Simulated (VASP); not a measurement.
Input of a VASP 6.6.1 run:

Contents of INCAR:

```
SYSTEM = Br
PREC = Accurate
ENCUT = 520
EDIFF = 1E-6
ISMEAR = -1
SIGMA = 0.1
LREAL = .FALSE.
LASPH = .TRUE.
NELM = 100
ALGO = Normal
ISIF = 2
LWAVE = .FALSE.
LCHARG = .FALSE.
GGA = PS
NBANDS = 14
```

KPOINTS

```
regular mesh
0
G
  14 14 8
  0 0 0
```

File POSCAR:

```
Br
1.0
    3.5841424329      0.0000000001      0.0000000000
   -1.7920712165      3.1039583976      0.0000000000
    0.0000000000      0.0000000000      4.2898765823
Br
2
Direct
    0.3333333333      0.6666666667      0.2500000000
    0.6666666667      0.3333333333      0.7500000000
```

Potentials or basis: VASP PAW PBE potentials, release 64 (Br).

The run is started by

```bash
$ cat potpaw_PBE.64/Br/POTCAR > POTCAR
$ mpirun -np 1 vasp_std > vasp.out
```

**Question.** Estimate the band gap on the k mesh.

**Answer.** Zero (band 7 reaches 4.03 eV, above the bottom of band 8 at 1.97 eV).

**Question.** Predict the pressure.

**Answer.** 3.1 GPa.

Caveat: the PAW data sets were made with another functional, which shifts forces and pressure a little.
